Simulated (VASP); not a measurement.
# ZnF2 (P4_2/mnm) in VASP: vibrations by perturbation theory with PBEsol

Aim: the vibrations by perturbation theory of ZnF2 with PBEsol.

Program: VASP 6.6.1. These are calculated values, not measurements. Logs are shortened: lines on timing, memory, paths and dates and some standing lists are left out, and cuts for length are marked.

## 1. The cell of the first run

It takes space group P4_2/mnm (No. 136, tetragonal). Conventional cell: a = 4.686 Å, b = 4.686 Å, c = 3.108 Å, α = 90.00°, β = 90.00°, γ = 90.00°. Within 2.7 Å of Zn (site symmetry mmm) lie 6 F at 2.01 to 2.03 Å. F (site symmetry m2m) has 3 Zn at 2.01 to 2.03 Å and 1 F at 2.61 Å within 2.7 Å.

## 2. Vibrations by perturbation theory, PBEsol (11.37 Å³/atom)

File INCAR:

```
  PREC = Accurate
  ENCUT = 600
  EDIFF = 1E-8
  ISMEAR = 0
  SIGMA = 0.01
  LREAL = F
  LASPH = T
  NELM = 120
  ALGO = Normal
  ISIF = 2
  LWAVE = F
  LCHARG = T
  GGA = PS
  NBANDS = 35
  IBRION = 8
  NSW = 1
  GGA_COMPAT = F
```

File KPOINTS:

```
Automatic mesh
0
Gamma
  4 4 6
```

File POSCAR:

```
ZnF2
1.0
    4.6855894972      0.0000000000      0.0000000000
    0.0000000000      4.6855894972      0.0000000000
    0.0000000000      0.0000000000      3.1075525181
Zn F
2 4
Direct
    0.0000000000      0.0000000000      0.0000000000
    0.5000000000      0.5000000000      0.5000000000
    0.3031706835      0.3031706835      0.0000000000
    0.1968293165      0.8031706835      0.5000000000
    0.6968293165      0.6968293165      0.0000000000
    0.8031706835      0.1968293165      0.5000000000
```

Potentials or basis: VASP PAW PBE potentials, release 64 (Zn, F).

The run is started by

```console
cat potpaw_PBE.64/Zn/POTCAR potpaw_PBE.64/F/POTCAR > POTCAR
mpirun -np 1 vasp_std > vasp.out
```

OUTCAR:

```text
PREC = Accurate
   ENCUT = 600
   EDIFF = 1E-8
   ISMEAR = 0
   LREAL = F
   LASPH = T
   NELM = 120
   ISIF = 2
   GGA = PS
   IBRION = 8
   NSW = 1

 ion  position               nearest neighbor table
   1  0.000  0.000  0.000-   3 2.01   5 2.01   4 2.03   6 2.03   4 2.03   6 2.03
   2  0.500  0.500  0.500-   4 2.01   6 2.01   5 2.03   3 2.03   3 2.03   5 2.03
   3  0.303  0.303  0.000-   1 2.01   2 2.03   2 2.03
   4  0.197  0.803  0.500-   2 2.01   1 2.03   1 2.03
   5  0.697  0.697  0.000-   1 2.01   2 2.03   2 2.03
   6  0.803  0.197  0.500-   2 2.01   1 2.03   1 2.03

  LATTYP: Found a simple tetragonal cell.
 ALAT       =     4.6855894972
 C/A-ratio  =     0.6632148463

  Lattice vectors:

 A1 = (   4.6855894972,   0.0000000000,   0.0000000000)
 A2 = (   0.0000000000,   4.6855894972,   0.0000000000)
 A3 = (   0.0000000000,   0.0000000000,   3.1075525181)

Analysis of symmetry for initial positions (statically):
=====================================================================
 Subroutine PRICEL returns:
 Original cell was already a primitive cell.

 Routine SETGRP: Setting up the symmetry group for a
 simple tetragonal supercell.

 Subroutine GETGRP returns: Found 16 space group operations
 (whereof  8 operations were pure point group operations)
 out of a pool of 16 trial point group operations.

The static configuration has the point symmetry D_2h.
 The point group associated with its full space group is D_4h.

Analysis of symmetry for dynamics (positions and initial velocities):
=====================================================================
 Subroutine PRICEL returns:
 Original cell was already a primitive cell.

 Routine SETGRP: Setting up the symmetry group for a
 simple tetragonal supercell.

 Subroutine GETGRP returns: Found 16 space group operations
 (whereof  8 operations were pure point group operations)
 out of a pool of 16 trial point group operations.

The dynamic configuration has the point symmetry D_2h.
 The point group associated with its full space group is D_4h.

 Subroutine INISYM returns: Found 16 space group operations
 (whereof  8 operations are pure point group operations),
 and found     1 'primitive' translations

----------------------------------------------------------------------------------------

                                     Primitive cell

  volume of cell :      68.2255

  direct lattice vectors                    reciprocal lattice vectors
     4.685589497  0.000000000  0.000000000     0.213420318  0.000000000  0.000000000
     0.000000000  4.685589497  0.000000000     0.000000000  0.213420318  0.000000000
     0.000000000  0.000000000  3.107552518     0.000000000  0.000000000  0.321796653

  length of vectors
     4.685589497  4.685589497  3.107552518     0.213420318  0.213420318  0.321796653

  position of ions in fractional coordinates (direct lattice)
     0.000000000  0.000000000  0.000000000
     0.500000000  0.500000000  0.500000000
     0.303170683  0.303170683  0.000000000
     0.196829317  0.803170683  0.500000000
     0.696829317  0.696829317  0.000000000
     0.803170683  0.196829317  0.500000000

[... 138 lines left out ...]
  band No.  band energies     occupation
      1     -23.0249      2.00000
      2     -22.1968      2.00000
      3     -22.1968      2.00000
      4     -22.1587      2.00000
      5      -7.5712      2.00000
      6      -6.6001      2.00000
[... 901 lines left out ...]
     34      11.5131      0.00000
     35      15.8831      0.00000

------------------------ aborting loop because EDIFF is reached ----------------------------------------

  FORCE on cell =-STRESS in cart. coord.  units (eV):
  Direction    XX          YY          ZZ          XY          YZ          ZX
  --------------------------------------------------------------------------------------
  -------------------------------------------------------------------------------------
  Total        1.1539428      1.1539428      1.4827335      0.0000000      0.0000000      0.0000000
  in kB       27.0986667     27.0986667     34.8198361      0.0000000      0.0000000      0.0000000
  external PRESSURE =      29.6723898 kB  Pullay stress =       0.0000000 kB

 VOLUME and BASIS-vectors are now :
 -----------------------------------------------------------------------------
  energy-cutoff  :      600.00
  volume of cell :       68.23
      direct lattice vectors                 reciprocal lattice vectors
     4.685589497  0.000000000  0.000000000     0.213420318  0.000000000  0.000000000
     0.000000000  4.685589497  0.000000000     0.000000000  0.213420318  0.000000000
     0.000000000  0.000000000  3.107552518     0.000000000  0.000000000  0.321796653

 POSITION                                       TOTAL-FORCE (eV/Angst)
 -----------------------------------------------------------------------------------
      0.00000      0.00000      0.00000         0.000000     -0.000000      0.000000
      2.34279      2.34279      1.55378         0.000000     -0.000000      0.000000
      1.42053      1.42053      0.00000        -0.009818     -0.009818     -0.000000
      0.92226      3.76333      1.55378         0.009818     -0.009818     -0.000000
      3.26506      3.26506      0.00000         0.009818      0.009818      0.000000
      3.76333      0.92226      1.55378        -0.009818      0.009818      0.000000
 -----------------------------------------------------------------------------------
    total drift:                                0.000000     -0.000000     -0.000000

  FREE ENERGIE OF THE ION-ELECTRON SYSTEM (eV)
  ---------------------------------------------------
  free  energy   TOTEN  =       -24.7003034569 eV

  energy  without entropy=      -24.7003034569  energy(sigma->0) =      -24.70030346

[... ionic steps 2 to 9 ...]

--------------------------------------- Ionic step       10  -------------------------------------------

------------------------ aborting loop because EDIFF is reached ----------------------------------------

[... ionic steps 11 to 11 ...]

--------------------------------------- Ionic step       12  -------------------------------------------

 Free energy of the ion-electron system (eV)
  ---------------------------------------------------
  ---------------------------------------------------
  free energy    TOTEN  =        -0.52632398 eV

  energy without entropy =       -0.52632398

------------------------ aborting loop because EDIFF is reached ----------------------------------------

 INTERNAL STRAIN TENSOR  FOR ION    3  DIRECTION 3   (eV/Angst):
 -----------------------------------------------------------------------------
    -0.00523 -0.01614  2.34548
    -0.01614 -0.00523  2.34548
     2.00436  2.00436 -0.00779

 INTERNAL STRAIN TENSOR FOR ION    6 for displacements in x,y,z  (eV/Angst):
          X           Y           Z          XY          YZ          ZX
  --------------------------------------------------------------------------------
  x     0.87024     0.37802     2.47942     1.10244     0.00000     0.00000
  y    -0.37802    -0.87024    -2.47942    -1.10300     0.00000     0.00000
  z     0.00000     0.00000     0.00000     0.00000    -2.00436     2.34548

 SECOND DERIVATIVES (NOT SYMMETRIZED)
 ------------------------------------
               1X          1Y          1Z          2X          2Y          2Z          3X          3Y          3Z          4X          4Y          4Z          5X          5Y          5Z          6X          6Y          6Z
  1X   -10.835009   -0.511641    0.000000    4.104597   -0.000980    0.000000    1.533744    2.001054    0.000000    1.831462   -1.744744    0.000000    1.533744    2.001054    0.000000    1.831462   -1.744744    0.000000
  1Y    -0.511641  -10.835009    0.000000   -0.000980    4.104597    0.000000    2.001054    1.533744    0.000000   -1.744744    1.831462    0.000000    2.001054    1.533744    0.000000   -1.744744    1.831462    0.000000
  1Z     0.000000    0.000000   -8.902159    0.000000    0.000000    0.098397    0.000000    0.000000   -0.107342    0.000000    0.000000    4.509224    0.000000    0.000000   -0.107342    0.000000    0.000000    4.509224
  2X     4.104597    0.000980    0.000000  -10.835009    0.511641    0.000000    1.831462    1.744744    0.000000    1.533744   -2.001054    0.000000    1.831462    1.744744    0.000000    1.533744   -2.001054    0.000000
  2Y     0.000980    4.104597    0.000000    0.511641  -10.835009    0.000000    1.744744    1.831462    0.000000   -2.001054    1.533744    0.000000    1.744744    1.831462    0.000000   -2.001054    1.533744    0.000000
  2Z     0.000000    0.000000    0.098397    0.000000    0.000000   -8.902159    0.000000    0.000000    4.509224    0.000000    0.000000   -0.107342    0.000000    0.000000    4.509224    0.000000    0.000000   -0.107342
  3X     1.532243    2.009722    0.000000    1.803486    1.752205    0.000000   -6.864803   -4.857187    0.000000   -0.605929    0.795143    0.000000    1.160123    1.112281    0.000000    2.974879   -0.812163    0.000000
  3Y     2.009722    1.532243    0.000000    1.752205    1.803486    0.000000   -4.857187   -6.864803    0.000000   -0.812163    2.974879    0.000000    1.112281    1.160123    0.000000    0.795143   -0.605929    0.000000
  3Z     0.000000    0.000000   -0.123227    0.000000    0.000000    4.501532    0.000000    0.000000   -5.434450    0.000000    0.000000    0.947071    0.000000    0.000000   -0.837998    0.000000    0.000000    0.947071
  4X     1.803486   -1.752205    0.000000    1.532243   -2.009722    0.000000   -0.605929   -0.795143    0.000000   -6.864803    4.857187    0.000000    2.974879    0.812163    0.000000    1.160123   -1.112281    0.000000
  4Y    -1.752205    1.803486    0.000000   -2.009722    1.532243    0.000000    0.812163    2.974879    0.000000    4.857187   -6.864803    0.000000   -0.795143   -0.605929    0.000000   -1.112281    1.160123    0.000000
  4Z     0.000000    0.000000    4.501532    0.000000    0.000000   -0.123227    0.000000    0.000000    0.947071    0.000000    0.000000   -5.434450    0.000000    0.000000    0.947071    0.000000    0.000000   -0.837998
  5X     1.532243    2.009722    0.000000    1.803486    1.752205    0.000000    1.160123    1.112281    0.000000    2.974879   -0.812163    0.000000   -6.864803   -4.857187    0.000000   -0.605929    0.795143    0.000000
  5Y     2.009722    1.532243    0.000000    1.752205    1.803486    0.000000    1.112281    1.160123    0.000000    0.795143   -0.605929    0.000000   -4.857187   -6.864803    0.000000   -0.812163    2.974879    0.000000
  5Z     0.000000    0.000000   -0.123227    0.000000    0.000000    4.501532    0.000000    0.000000   -0.837998    0.000000    0.000000    0.947071    0.000000    0.000000   -5.434450    0.000000    0.000000    0.947071
  6X     1.803486   -1.752205    0.000000    1.532243   -2.009722    0.000000    2.974879    0.812163    0.000000    1.160123   -1.112281    0.000000   -0.605929   -0.795143    0.000000   -6.864803    4.857187    0.000000
  6Y    -1.752205    1.803486    0.000000   -2.009722    1.532243    0.000000   -0.795143   -0.605929    0.000000   -1.112281    1.160123    0.000000    0.812163    2.974879    0.000000    4.857187   -6.864803    0.000000
  6Z     0.000000    0.000000    4.501532    0.000000    0.000000   -0.123227    0.000000    0.000000    0.947071    0.000000    0.000000   -0.837998    0.000000    0.000000    0.947071    0.000000    0.000000   -5.434450

 Eigenvectors and eigenvalues of the dynamical matrix
 ----------------------------------------------------

   1 f  =   15.709034 THz    98.702772 2PiTHz  523.996972 cm-1    64.967315 meV
             X         Y         Z           dx          dy          dz
      0.000000  0.000000  0.000000    -0.000000    0.000000   -0.000000
      2.342795  2.342795  1.553776    -0.000000   -0.000000    0.000000
      1.420533  1.420533  0.000000     0.353553    0.353553   -0.000000
      0.922261  3.763328  1.553776     0.353553   -0.353553    0.000000
      3.265056  3.265056  0.000000    -0.353553   -0.353553   -0.000000
      3.763328  0.922261  1.553776    -0.353553    0.353553   -0.000000
[... 145 lines left out ...]
  18 f/i=    0.019585 THz     0.123059 2PiTHz    0.653301 cm-1     0.080999 meV
             X         Y         Z           dx          dy          dz
      0.000000  0.000000  0.000000    -0.537744    0.159245   -0.000000
      2.342795  2.342795  1.553776    -0.537889    0.159733   -0.000000
      1.420533  1.420533  0.000000    -0.292009    0.087129   -0.000000
      0.922261  3.763328  1.553776    -0.291662    0.085958   -0.000000
      3.265056  3.265056  0.000000    -0.292009    0.087129   -0.000000
      3.763328  0.922261  1.553776    -0.291662    0.085958   -0.000000

--------------------------------------------------------------------------------------------------------

 ELASTIC MODULI CONTR FROM IONIC RELAXATION (kBar)
 Direction    XX          YY          ZZ          XY          YZ          ZX
 --------------------------------------------------------------------------------
 XX        -147.1514    130.5311    -33.0131      0.0000     -0.0000      0.0000
 YY         130.5311   -147.1514    -33.0131      0.0000      0.0000     -0.0000
 ZZ         -33.0131    -33.0131   -131.1481      0.0000      0.0000      0.0000
 XY           0.0000     -0.0000      0.0000    -11.9091     -0.0000     -0.0000
 YZ          -0.0000      0.0000      0.0000     -0.0000    -82.1017      0.0000
 ZX           0.0000     -0.0000      0.0000     -0.0000      0.0000   -112.4258
 --------------------------------------------------------------------------------
```

It took 21 min on 1 thread of Oxide Virtual Turin-like, shared host; peak memory 0.45 GiB.

What came out:

```yaml
Highest_phonon_frequency_at_Γ_LO-TO_splitting_left_out: 524 cm⁻¹
```

Phonon frequencies in cm⁻¹ (negative: imaginary):
```csv
q point,frequencies
"(0.000, 0.000, 0.000)",-1 -1 0 34 114 157 157 240 250 250 257 257 315 355 376 407 407 524
```

Caveat: the cell stands under pressure or tension, which shifts response properties; the PAW data sets were made with another functional, which shifts forces and pressure a little.
